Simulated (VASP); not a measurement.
Runs of VASP 6.6.1 on CoSi2. The structure is that of space group I4/mmm (No. 139), or close to it. The cells are those of the table. 

```tsv
cell	gap on the mesh (eV)	pressure (GPa)
a = 3.711, b = 3.711, c = 3.862 Å, angles 58.6, 58.6, 62.7°, 3 atoms	none	0.6
a = 3.657, b = 3.657, c = 4.337 Å, angles 53.6, 53.6, 72.7°, 3 atoms	none	28.1
a = 3.825, b = 3.825, c = 3.639 Å, angles 61.6, 61.6, 56.8°, 3 atoms	none	0.6
a = 3.733, b = 3.733, c = 3.808 Å, angles 59.3, 59.3, 61.3°, 3 atoms	none	0.2
a = 4.183, b = 4.183, c = 3.282 Å, angles 66.9, 66.9, 46.2°, 3 atoms	none	(a)
```

Alike in all rows: task single point; level PBEsol; potentials or basis VASP PAW PBE potentials, release 64 (Co, Si); no spin polarisation; k mesh 18 × 18 × 18; cutoff (eV) 520; smearing gaussian 0.15 eV.

Question: Fill in the values left out.

Answer: (a) 9.0.

Caveats: the PAW data sets were made with another functional, which shifts forces and pressure a little.

A gap of «none» marks levels without a gap at the run's occupations.
